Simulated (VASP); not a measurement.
# KEuCu3 (Pm-3m) in VASP: a series of runs

Runs on KEuCu3. Level: PBE. Tasks: single point, relaxation of cell and atoms.

Everything below comes from runs of VASP 6.6.1. Logs are shortened: lines on timing, memory, paths and dates and some standing lists are left out, and cuts for length are marked.

### Step 1. The cell of the first run

Symmetry: Pm-3m, No. 221, cubic system. The conventional cell has a = 5.580 Å, b = 5.580 Å, c = 5.580 Å, α = 90.00°, β = 90.00°, γ = 90.00°. Within 5.2 Å of K (site symmetry m-3m) lie 12 Cu at 3.95 Å and 8 Eu at 4.83 Å. Within 3.7 Å of Eu (site symmetry m-3m) lie 6 Cu at 2.79 Å. Cu (site symmetry 4/mmm) has 2 Eu at 2.79 Å within 3.7 Å.

The cell was generated, and may not be a known phase.

### Step 2. Single point, PBE, collinear spin, ferromagnetic start

INCAR reads:

```
PREC = Accurate ; ENCUT = 520
EDIFF = 1E-7 ; ISMEAR = 0
SIGMA = 0.1 ; LREAL = False
LASPH = True ; NELM = 150
ALGO = Fast ; ISIF = 2
LWAVE = False ; LCHARG = False
ISPIN = 2 ; MAGMOM = 0 7 0 0 0
LORBIT = 11 ; LMAXMIX = 6
GGA = PE ; NBANDS = 42
```

KPOINTS reads:

```
Automatic mesh
0
Gamma
  4 4 4
```

POSCAR reads:

```
KEuCu3
1.0
    5.5803102615      0.0000000000      0.0000000000
    0.0000000000      5.5803102615      0.0000000000
    0.0000000000      0.0000000000      5.5803102615
K Eu Cu
1 1 3
Direct
    0.0000000000      0.0000000000      0.0000000000
    0.5000000000      0.5000000000      0.5000000000
    0.5000000000      0.5000000000      0.0000000000
    0.5000000000      0.0000000000      0.5000000000
    0.0000000000      0.5000000000      0.5000000000
```

Potentials or basis: VASP PAW PBE potentials, release 64 (K_sv, Eu, Cu).

Command:

```bash
$ cat potpaw_PBE.64/K_sv/POTCAR potpaw_PBE.64/Eu/POTCAR potpaw_PBE.64/Cu/POTCAR > POTCAR
$ mpirun -np 1 vasp_std > vasp.out
```

OUTCAR:

```text
PREC = Accurate
   ENCUT = 520
   EDIFF = 1E-7
   ISMEAR = 0
   LREAL = False
   LASPH = True
   NELM = 150
   ISIF = 2
   ISPIN = 2
   LORBIT = 11
   GGA = PE

 ion  position               nearest neighbor table
   1  0.000  0.000  0.000-
   2  0.500  0.500  0.500-   3 2.79   4 2.79   5 2.79   3 2.79   4 2.79   5 2.79
   3  0.500  0.500  0.000-   2 2.79   2 2.79
   4  0.500  0.000  0.500-   2 2.79   2 2.79
   5  0.000  0.500  0.500-   2 2.79   2 2.79

  LATTYP: Found a simple cubic cell.
 ALAT       =     5.5803102615

  Lattice vectors:

 A1 = (   5.5803102615,   0.0000000000,   0.0000000000)
 A2 = (   0.0000000000,   5.5803102615,   0.0000000000)
 A3 = (   0.0000000000,   0.0000000000,   5.5803102615)

Analysis of symmetry for initial positions (statically):
=====================================================================
 Subroutine PRICEL returns:
 Original cell was already a primitive cell.

 Routine SETGRP: Setting up the symmetry group for a
 simple cubic supercell.

 Subroutine GETGRP returns: Found 48 space group operations
 (whereof 48 operations were pure point group operations)
 out of a pool of 48 trial point group operations.

The static configuration has the point symmetry O_h .

Analysis of symmetry for dynamics (positions and initial velocities):
=====================================================================
 Subroutine PRICEL returns:
 Original cell was already a primitive cell.

 Routine SETGRP: Setting up the symmetry group for a
 simple cubic supercell.

 Subroutine GETGRP returns: Found 48 space group operations
 (whereof 48 operations were pure point group operations)
 out of a pool of 48 trial point group operations.

The dynamic configuration has the point symmetry O_h .

Analysis of structural, dynamic, and magnetic symmetry:
=====================================================================
 Subroutine PRICEL returns:
 Original cell was already a primitive cell.

 Routine SETGRP: Setting up the symmetry group for a
 simple cubic supercell.

 Subroutine GETGRP returns: Found 48 space group operations
 (whereof 48 operations were pure point group operations)
 out of a pool of 48 trial point group operations.

The overall configuration has the point symmetry O_h .

 Subroutine INISYM returns: Found 48 space group operations
 (whereof 48 operations are pure point group operations),
 and found     1 'primitive' translations

----------------------------------------------------------------------------------------

                                     Primitive cell

  volume of cell :     173.7701

  direct lattice vectors                    reciprocal lattice vectors
     5.580310262  0.000000000  0.000000000     0.179201505  0.000000000  0.000000000
     0.000000000  5.580310262  0.000000000     0.000000000  0.179201505  0.000000000
     0.000000000  0.000000000  5.580310262     0.000000000  0.000000000  0.179201505

  length of vectors
     5.580310262  5.580310262  5.580310262     0.179201505  0.179201505  0.179201505

  position of ions in fractional coordinates (direct lattice)
     0.000000000  0.000000000  0.000000000
     0.500000000  0.500000000  0.500000000
     0.500000000  0.500000000  0.000000000
     0.500000000  0.000000000  0.500000000
     0.000000000  0.500000000  0.500000000

  ion indices of the primitive-cell ions
   primitive index   ion index
                 1           1
                 2           2
                 3           3
                 4           4
                 5           5

----------------------------------------------------------------------------------------

 KPOINTS: Automatic mesh

Automatic generation of k-mesh.
 Grid dimensions read from file:
 generate k-points for:    4    4    4

 Generating k-lattice:

  Cartesian coordinates                     Fractional coordinates (reciprocal lattice)
     0.044800376  0.000000000  0.000000000     0.250000000  0.000000000  0.000000000
     0.000000000  0.044800376  0.000000000     0.000000000  0.250000000  0.000000000
     0.000000000  0.000000000  0.044800376     0.000000000  0.000000000  0.250000000

  Length of vectors
     0.044800376  0.044800376  0.044800376

  Shift w.r.t. Gamma in fractional coordinates (k-lattice)
     0.000000000  0.000000000  0.000000000

 Subroutine IBZKPT returns following result:
 ===========================================

 Found     10 irreducible k-points:

 Following reciprocal coordinates:
            Coordinates               Weight
  0.000000  0.000000  0.000000      1.000000
  0.250000  0.000000  0.000000      6.000000
  0.500000  0.000000  0.000000      3.000000
  0.250000  0.250000  0.000000     12.000000
  0.500000  0.250000  0.000000     12.000000
  0.500000  0.500000  0.000000      3.000000
  0.250000  0.250000  0.250000      8.000000
  0.500000  0.250000  0.250000     12.000000
  0.500000  0.500000  0.250000      6.000000
  0.500000  0.500000  0.500000      1.000000
   k-points           NKPTS =     10   k-points in BZ     NKDIM =     10   number of bands    NBANDS=     42
   number of dos      NEDOS =    301   number of ions     NIONS =      5
   total plane-waves  NPLWV =  74088
   dimension x,y,z NGX =    42 NGY =   42 NGZ =   42
   dimension x,y,z NGXF=    84 NGYF=   84 NGZF=   84
   ions per type =               1   1   3
   NGX,Y,Z   is equivalent  to a cutoff of  12.51, 12.51, 12.51 a.u.
   NGXF,Y,Z  is equivalent  to a cutoff of  25.02, 25.02, 25.02 a.u.
 SYSTEM =  unknown system
   PREC   = accura    normal or accurate (medium, high low for compatibility)
   ISTART =      0    job   : 0-new  1-cont  2-samecut
   ICHARG =      2    charge: 1-file 2-atom 10-const
   ISPIN  =      2    spin polarized calculation?
   LNONCOLLINEAR =      F non collinear calculations
   LSORBIT =      F    spin-orbit coupling
   LASPH  =      T    aspherical Exc in radial PAW
   ENCUT  =  520.0 eV  38.22 Ry    6.18 a.u.  10.38 10.38 10.38*2*pi/ulx,y,z
   NELM   =    150;   NELMIN=  2; NELMDL= -5     # of ELM steps
   EDIFF  = 0.1E-06   stopping-criterion for ELM
   LREAL  =      F    real-space projection
   EDIFFG = 0.1E-05   stopping-criterion for IOM
   NSW    =      0    number of steps for IOM
   IBRION =     -1    ionic relax: 0-MD 1-quasi-New 2-CG
   NFREE  =      0    steps in history (QN), initial steepest desc. (CG)
   ISIF   =      2    stress and relaxation
   ISYM   =      2    0-nonsym 1-usesym 2-fastsym
   POTIM  = 0.5000    time-step for ionic-motion
   TEBEG  =    0.0;   TEEND  =   0.0 temperature during run
   PSTRESS=    0.0 pullay stress
   NELECT =      59.0000    total number of electrons
   NUPDOWN=      -1.0000    fix difference up-down
   EMIN   =  10.00;   EMAX   =-10.00  energy-range for DOS
   EFERMI =   0.00;   METHOD = LEGACY
   ISMEAR =     0;   SIGMA  =   0.10  broadening in eV -4-tet -1-fermi 0-gaus
   EFERMI_NEDOS =   21; number of points for ismear=-14 and -15
   IALGO  =     68    algorithm
   IMIX   =      4    mixing-type and parameters
     AMIX     =   0.40;   BMIX     =  1.00
     AMIX_MAG =   1.60;   BMIX_MAG =  1.00
  volume/ion in A,a.u.               =      34.75       234.53
  Fermi-wavevector in a.u.,A,eV,Ry     =   1.142090  2.158238 17.747038  1.304371
  Thomas-Fermi vector in A             =   2.278789
   LORBIT       =     11    0 simple, 1 ext, 2 COOP (PROOUT), +10 PAW based schemes
   GGA     = PE    functional components
   LHFCALC =     F    Hartree Fock is set to
   AEXX    =    0.0000 exact exchange contribution
   IVDW    =     0    specifies the selected vdW correction
   LEPSILON=     F    determine dielectric tensor
   LRPA    =     F    only Hartree local field effects (RPA)
 spin polarized calculation
 RMM-DIIS sequential band-by-band and
 Gauss-broadening in eV      SIGMA  =   0.10
  energy-cutoff  :      520.00
  volume of cell :      173.77
 maximum number of plane-waves:      4713
 NGX is ok and might be reduce to    42
   NGX = 21   NGY = 21   NGZ = 21

 number of electron      59.0000083 magnetization       6.9154987

 Free energy of the ion-electron system (eV)
  ---------------------------------------------------
  ext. energy  EPLUGINS =         0.00000000
  ---------------------------------------------------
  free energy    TOTEN  =       -20.15450014 eV

  energy without entropy =      -20.13042259  energy(sigma->0) =      -20.14246136

 E-fermi :   0.6714     XC(G=0):  -7.8015

 val. band max:        0.6381777407   @ k =   0.5000   0.5000   0.2500
 cond. band min:       0.7359154700   @ k =   0.5000   0.5000   0.5000
 fundamental gap:      0.0977377293
 Fermi energy:         0.6713759764

 spin component 1

 k-point     1 :       0.0000    0.0000    0.0000
  band No.  band energies     occupation
      1     -40.5514      1.00000
      2     -30.0514      1.00000
      3     -19.3605      1.00000
      4     -19.3605      1.00000
      5     -19.3605      1.00000
      6     -13.5229      1.00000
[... 33 lines left out ...]
     40       5.4234      0.00000
     41       5.8065      0.00000

 k-point     2 :       0.2500    0.0000    0.0000
  band No.  band energies     occupation
      1     -40.5511      1.00000
      2     -30.0514      1.00000
      3     -19.3716      1.00000
      4     -19.3606      1.00000
      5     -19.3606      1.00000
      6     -13.5262      1.00000
[... 341 lines left out ...]
     40       4.9579      0.00000
     41       5.5717      0.00000

 k-point    10 :       0.5000    0.5000    0.5000
  band No.  band energies     occupation
      1     -40.5500      1.00000
      2     -30.0511      1.00000
      3     -19.3831      1.00000
      4     -19.3831      1.00000
      5     -19.3831      1.00000
      6     -13.5277      1.00000
[... 33 lines left out ...]
     40       4.4981      0.00000
     41       5.8336      0.00000
 Fermi energy:         0.6713759764

 spin component 2

 k-point     1 :       0.0000    0.0000    0.0000
  band No.  band energies     occupation
      1     -37.4979      1.00000
      2     -30.0491      1.00000
      3     -17.1739      1.00000
      4     -17.1739      1.00000
      5     -17.1739      1.00000
      6     -13.5206      1.00000
[... 33 lines left out ...]
     40       5.5081      0.00000
     41       6.2743      0.00000

 k-point     2 :       0.2500    0.0000    0.0000
  band No.  band energies     occupation
      1     -37.4976      1.00000
      2     -30.0490      1.00000
      3     -17.1905      1.00000
      4     -17.1741      1.00000
      5     -17.1741      1.00000
      6     -13.5239      1.00000
[... 341 lines left out ...]
     40       5.5530      0.00000
     41       6.2139      0.00000

 k-point    10 :       0.5000    0.5000    0.5000
  band No.  band energies     occupation
      1     -37.4960      1.00000
      2     -30.0488      1.00000
      3     -17.2074      1.00000
      4     -17.2074      1.00000
      5     -17.2074      1.00000
      6     -13.5254      1.00000
[... 33 lines left out ...]
     40       5.4463      0.00000
     41       6.5877      0.00000
 [bands above 41 left out]

------------------------ aborting loop because EDIFF is reached ----------------------------------------

  FORCE on cell =-STRESS in cart. coord.  units (eV):
  Direction    XX          YY          ZZ          XY          YZ          ZX
  --------------------------------------------------------------------------------------
  -------------------------------------------------------------------------------------
  Total        0.2070065      0.2070065      0.2070065     -0.0000000     -0.0000000     -0.0000000
  in kB        1.9086200      1.9086200      1.9086200     -0.0000000     -0.0000000     -0.0000000
  external PRESSURE =       1.9086200 kB  Pullay stress =       0.0000000 kB

 VOLUME and BASIS-vectors are now :
 -----------------------------------------------------------------------------
  energy-cutoff  :      520.00
  volume of cell :      173.77
      direct lattice vectors                 reciprocal lattice vectors
     5.580310262  0.000000000  0.000000000     0.179201505  0.000000000  0.000000000
     0.000000000  5.580310262  0.000000000     0.000000000  0.179201505  0.000000000
     0.000000000  0.000000000  5.580310262     0.000000000  0.000000000  0.179201505

 POSITION                                       TOTAL-FORCE (eV/Angst)
 -----------------------------------------------------------------------------------
      0.00000      0.00000      0.00000         0.000000      0.000000      0.000000
      2.79016      2.79016      2.79016         0.000000      0.000000      0.000000
      2.79016      2.79016      0.00000         0.000000      0.000000      0.000000
      2.79016      0.00000      2.79016         0.000000      0.000000      0.000000
      0.00000      2.79016      2.79016         0.000000      0.000000      0.000000
 -----------------------------------------------------------------------------------
    total drift:                                0.000000     -0.000000     -0.000000

  FREE ENERGIE OF THE ION-ELECTRON SYSTEM (eV)
  ---------------------------------------------------
  free  energy   TOTEN  =       -20.1545001357 eV

  energy  without entropy=      -20.1304225938  energy(sigma->0) =      -20.14246136

 total charge

# of ion       s       p       d       f       tot
--------------------------------------------------
    1        1.957   5.567   0.013   0.000   7.536
    2        2.064   5.726   0.415   6.601  14.806
    3        0.600   0.047   9.239   0.000   9.886
    4        0.600   0.047   9.239   0.000   9.886
    5        0.600   0.047   9.239   0.000   9.886
--------------------------------------------------
tot          5.821  11.434  28.144   6.601  52.000

 magnetization (x)

# of ion       s       p       d       f       tot
--------------------------------------------------
    1        0.001   0.001   0.000   0.000   0.002
    2       -0.003  -0.108   0.089   6.562   6.540
    3       -0.009   0.012  -0.024   0.000  -0.021
    4       -0.009   0.012  -0.024   0.000  -0.021
    5       -0.009   0.012  -0.024   0.000  -0.021
--------------------------------------------------
tot         -0.029  -0.070   0.017   6.562   6.480
```

Run time: 12 min. Hardware: 1 thread of AMD EPYC 9R45 (Zen 5), shared host; peak memory 0.38 GiB.

What came out:

* Free energy: -20.1545 eV
* Pressure: 0.2 GPa
* Net moment: 6.92 μB per cell
* Site moments: K +0.00; Eu +6.54; Cu -0.02 μB
* Valence electrons inside the program's atomic spheres: K 7.54; Eu 14.81; Cu 9.89

Caveat: spin-orbit coupling is left out, which moves the levels of the heavy elements; semilocal functionals describe open f shells poorly, which spoils levels, moments and volumes.

### Step 3. Relaxation of cell and atoms, PBE, collinear spin, ferromagnetic start

This run uses another cell than the first one, of 20.73 Å³/atom.

INCAR reads:

```
  PREC = Accurate
  ENCUT = 600
  EDIFF = 1E-6
  ISMEAR = 0
  SIGMA = 0.1
  LREAL = F
  LASPH = T
  NELM = 150
  ALGO = Normal
  ISIF = 3
  LWAVE = F
  LCHARG = F
  ISPIN = 2
  MAGMOM = 0 7 0 0 0
  LORBIT = 11
  LMAXMIX = 6
  GGA = PE
  IBRION = 2
  NSW = 90
  EDIFFG = -0.04
```

KPOINTS is that of step 2.

Edit POSCAR of step 2 so:

```diff
@@ -2,5 +2,5 @@
 1.0
-    5.5803102615      0.0000000000      0.0000000000
-    0.0000000000      5.5803102615      0.0000000000
-    0.0000000000      0.0000000000      5.5803102615
+    4.6976899200      0.0000000000      0.0000000000
+    0.0000000000      4.6976899200      0.0000000000
+    0.0000000000      0.0000000000      4.6976899200
 K Eu Cu
```

Potentials or basis: VASP PAW PBE potentials, release 64 (K_sv, Eu, Cu).

Command:

```bash
$ cat potpaw_PBE.64/K_sv/POTCAR potpaw_PBE.64/Eu/POTCAR potpaw_PBE.64/Cu/POTCAR > POTCAR
$ mpirun -np 1 vasp_std > vasp.out
```

It took 44 min on 1 thread of AMD EPYC 9R45 (Zen 5), shared host; peak memory 0.34 GiB.

Results (log left out):

| Quantity | Value |
| --- | --- |
| Free energy | -20.0921 eV |
| Relaxed volume | 34.71 Å³/atom |
| Relaxed cell | a = 5.578 Å, b = 5.578 Å, c = 5.578 Å, α = 90.00°, β = 90.00°, γ = 90.00° |
| Space group after relaxing (to 0.1 Å) | Pm-3m (No. 221) |
| Energy gained by relaxing | 586.6 meV/atom |
| Ionic steps | 10 |
| Pressure after relaxing | 0.0 GPa |
| Net moment | 6.91 μB per cell |
| Site moments | K +0.00; Eu +6.54; Cu -0.02 μB |
| Valence electrons inside the program's atomic spheres | K 7.53; Eu 14.80; Cu 9.89 |

Step by step:
| step | energy change (eV) | largest force (eV/Å) | pressure (GPa) | volume (Å³) |
| --- | --- | --- | --- | --- |
| 1 | 0.0000 | 0.0000 | 21.53 | 103.67 |
| 2 | 0.6248 | 0.0000 | -2.69 | 151.35 |
| 3 | -2.6228 | 0.0000 | 1.91 | 143.20 |
| 4 | -2.6951 | 0.0000 | 3.30 | 146.43 |
| 5 | -2.7459 | 0.0000 | 2.84 | 149.09 |
| 6 | -2.7656 | 0.0000 | 2.61 | 150.24 |
| 7 | -2.7948 | 0.0000 | 2.25 | 152.11 |
| 8 | -2.8642 | 0.0000 | 1.56 | 157.83 |
| 9 | -2.9301 | 0.0000 | 0.35 | 169.69 |
| 10 | -2.9332 | 0.0000 | -0.03 | 173.57 |

Final structure:
```
CELL_PARAMETERS angstrom
5.57816 0.00000 0.00000
0.00000 5.57816 0.00000
0.00000 0.00000 5.57816
ATOMIC_POSITIONS crystal
K 0.00000 0.00000 0.00000
Eu 0.50000 0.50000 0.50000
Cu 0.50000 0.50000 0.00000
Cu 0.50000 0.00000 0.50000
Cu 0.00000 0.50000 0.50000
```

Levels at points of the mesh, in eV from the Fermi level:
Spin up:
```tsv
k point	band 30	band 31	band 32	band 33	band 34	band 35	band 36	band 37
(0.00, 0.00, 0.00)	-0.22	-0.22	-0.22	-0.17	1.80	1.80	1.80	3.21
(0.50, 0.00, 0.00)	-0.16	-0.15	-0.15	-0.15	1.31	1.78	1.78	2.41
(0.50, 0.50, 0.00)	-0.18	-0.16	-0.13	-0.04	-0.04	0.90	1.59	1.72
(0.50, 0.50, 0.50)	-0.12	-0.12	0.06	0.06	0.06	0.07	0.07	0.07
```
Spin down:
| k point | band 23 | band 24 | band 25 | band 26 | band 27 | band 28 | band 29 | band 30 |
| --- | --- | --- | --- | --- | --- | --- | --- | --- |
| (0.00, 0.00, 0.00) | -1.71 | -1.59 | -0.61 | -0.61 | 1.99 | 1.99 | 1.99 | 3.90 |
| (0.50, 0.00, 0.00) | -1.71 | -1.71 | -1.66 | -0.51 | 1.88 | 2.18 | 2.18 | 2.55 |
| (0.50, 0.50, 0.00) | -1.70 | -1.66 | -1.04 | -1.04 | -0.06 | 1.40 | 2.10 | 2.10 |
| (0.50, 0.50, 0.50) | -1.66 | -0.64 | -0.64 | -0.64 | 0.23 | 0.32 | 0.32 | 0.32 |

Caveat: the volume moved by over 15 % at a fixed basis, so the end points are rough; spin-orbit coupling is left out, which moves the levels of the heavy elements; semilocal functionals describe open f shells poorly, which spoils levels, moments and volumes.
